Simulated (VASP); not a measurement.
## Li27H26 (a cell with a defect): single point with PBE

System: Li27H26 (a cell with a defect).

```
CELL_PARAMETERS angstrom
0.00000 6.01065 -6.01065
6.01065 6.01065 0.00000
6.01065 0.00000 -6.01065
ATOMIC_POSITIONS crystal
Li 0.67068 0.32932 0.32932
Li 0.67068 0.67068 0.32932
Li 0.66670 0.00000 0.33330
Li 0.33361 0.33361 0.33361
Li 0.32932 0.67068 0.32932
Li 0.33361 0.99917 0.33361
Li 0.99917 0.33361 0.33361
Li 0.00000 0.66670 0.33330
Li 0.00000 0.00000 0.33330
Li 0.66670 0.33330 0.00000
Li 0.66639 0.66639 0.00083
Li 0.66670 0.00000 0.00000
Li 0.33361 0.33361 0.99917
Li 0.33330 0.66670 0.00000
Li 0.33330 0.00000 0.00000
Li 0.00000 0.33330 0.00000
Li 0.00000 0.66670 0.00000
Li 0.00000 0.00000 0.00000
Li 0.67068 0.32932 0.67068
Li 0.66639 0.66639 0.66639
Li 0.66639 0.00083 0.66639
Li 0.32932 0.32932 0.67068
Li 0.32932 0.67068 0.67068
Li 0.33330 0.00000 0.66670
Li 0.00000 0.33330 0.66670
Li 0.00083 0.66639 0.66639
Li 0.00000 0.00000 0.66670
H 0.50000 0.83338 0.50000
H 0.50000 0.16662 0.50000
H 0.16662 0.50000 0.50000
H 0.16662 0.83338 0.50000
H 0.16659 0.16659 0.50023
H 0.83338 0.50000 0.50000
H 0.83341 0.83341 0.49977
H 0.83338 0.16662 0.50000
H 0.50000 0.50000 0.16662
H 0.50000 0.83338 0.16662
H 0.50023 0.16659 0.16659
H 0.16659 0.50023 0.16659
H 0.16611 0.83389 0.16611
H 0.16659 0.16659 0.16659
H 0.83338 0.50000 0.16662
H 0.83389 0.83389 0.16611
H 0.83389 0.16611 0.16611
H 0.50000 0.50000 0.83338
H 0.49977 0.83341 0.83341
H 0.50000 0.16662 0.83338
H 0.16662 0.50000 0.83338
H 0.16611 0.83389 0.83389
H 0.16611 0.16611 0.83389
H 0.83341 0.49977 0.83341
H 0.83341 0.83341 0.83341
H 0.83389 0.16611 0.83389
```

This cell differs from its parent crystal: atoms taken out, then relaxed in part.

- Program: VASP 6.6.1
- Task: single point
- Functional: PBE
- Potentials or basis: VASP PAW PBE potentials, release 64 (Li_sv, H)
- Cutoff: 520 eV
- k mesh: 1 × 1 × 1
- Occupations: gaussian, width 0.01 eV
- Spin: collinear spin
- Dipole correction: no
- Further INCAR settings: LREAL = Auto; ALGO = Normal; EDIFF = 1e-06; NBANDS = 90

The largest force is 0.015 eV/Å. The band gap on the k mesh is 1.40 eV. The net moment is 1.00 μB per cell. The valence electrons inside the program's atomic spheres are Li 2.08; H 0.54, 0.55 (each value once).

Forces in eV/Å, atoms in the order of the input:
```
Li   0.002  0.000  0.000
Li   0.000 -0.002  0.000
Li   0.005 -0.005  0.000
Li   0.008  0.008 -0.008
Li   0.000  0.000 -0.002
Li  -0.008 -0.008 -0.008
Li   0.008 -0.008  0.008
Li   0.000 -0.005 -0.005
Li   0.005  0.000 -0.005
Li   0.005  0.000  0.005
Li   0.008 -0.008 -0.008
Li   0.000 -0.005  0.005
Li  -0.008  0.008  0.008
Li  -0.005  0.000 -0.005
Li   0.000  0.005 -0.005
Li   0.005  0.005  0.000
Li  -0.005 -0.005  0.000
Li   0.000  0.000  0.000
Li   0.000  0.000  0.002
Li  -0.008 -0.008  0.008
Li   0.008  0.008  0.008
Li   0.000  0.002  0.000
Li  -0.002  0.000  0.000
Li  -0.005  0.005  0.000
Li   0.000  0.005  0.005
Li  -0.008  0.008 -0.008
Li  -0.005  0.000  0.005
H    0.003  0.003  0.000
H   -0.003 -0.003  0.000
H    0.000 -0.003  0.003
H    0.003  0.000  0.003
H    0.004 -0.004 -0.004
H    0.000  0.003 -0.003
H   -0.004  0.004  0.004
H   -0.003  0.000 -0.003
H   -0.003  0.000  0.003
H    0.000  0.003  0.003
H   -0.004  0.004 -0.004
H    0.004  0.004  0.004
H    0.000  0.000 -0.004
H   -0.004 -0.004  0.004
H   -0.003  0.003  0.000
H    0.000 -0.004  0.000
H    0.004  0.000  0.000
H    0.003  0.000 -0.003
H    0.004 -0.004  0.004
H    0.000 -0.003 -0.003
H    0.003 -0.003  0.000
H   -0.004  0.000  0.000
H    0.000  0.004  0.000
H   -0.004 -0.004 -0.004
H    0.004  0.004 -0.004
H    0.000  0.000  0.004
```

Levels at points of the mesh, in eV from the valence-band top:
Spin up:
| k point | band 50 | band 51 | band 52 | band 53 | band 54 | band 55 | band 56 | band 57 | band 58 | band 59 |
| --- | --- | --- | --- | --- | --- | --- | --- | --- | --- | --- |
| (0.00, 0.00, 0.00) | -2.98 | -2.97 | -2.97 | -2.97 | 0.00 | 3.08 | 3.08 | 3.08 | 3.14 | 3.14 |
Spin down:
| k point | band 49 | band 50 | band 51 | band 52 | band 53 | band 54 | band 55 | band 56 | band 57 | band 58 |
| --- | --- | --- | --- | --- | --- | --- | --- | --- | --- | --- |
| (0.00, 0.00, 0.00) | -2.97 | -2.97 | -2.95 | -2.95 | -2.95 | 1.40 | 3.08 | 3.08 | 3.08 | 3.15 |

Wall time 2.1 min on 1 thread of AMD EPYC 9R45 96-Core Processor (Zen 5), on a shared host, peak memory 0.68 GiB.

Caveat: the k points lie up to 0.91 Å⁻¹ apart; the cell differs from its parent crystal (atoms taken out, then relaxed in part).
